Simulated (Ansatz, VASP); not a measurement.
**Be: VASP beside Ansatz**

```
Be
1.0
     3.62036    0.00000    0.00000
     0.00000    3.62036    0.00000
     0.00000    0.00000    2.17007
Be
4
Direct
  0.30207 0.30391 0.00000
  0.69793 0.69609 0.00000
  0.19609 0.80207 0.50000
  0.80391 0.19793 0.50000
```

Alike in both runs: task single point; functional PBEsol; k mesh 10 × 10 × 16; occupations gaussian, width 0.1 eV; no spin polarisation.

|  | VASP | Ansatz |
| --- | --- | --- |
| version | VASP 6.6.1 | Ansatz 0.2.0 |
| potentials or method | VASP PAW PBE potentials, release 64 (Be), cutoff 520 eV | scalar-relativistic, plane waves, PAW |
| valence electrons in the cell | 8 | 8 |

Ansatz gave:

| Property | Result |
| --- | --- |
| gap on the k mesh at the Fermi level (eV) | none |
| pressure (GPa) | 16.4 |
| traceless stress, the component that is largest in VASP (GPa) | 1.31 |
| rms of the force components (eV/Å) | 0.191 |

What did VASP give for the same quantities?

gap on the k mesh at the Fermi level (eV): none; pressure (GPa): 16.9; traceless stress, the component that is largest in VASP (GPa): 1.32; rms of the force components (eV/Å): 0.194.

VASP's potentials were made for PBE, not for PBEsol. Atom by atom the forces differ by 0.002 eV/Å (rms over components). A gap of «none» marks a metal or a gap that the smearing closes. The functional is the same, so the differences come from potentials, cutoffs and numerics.
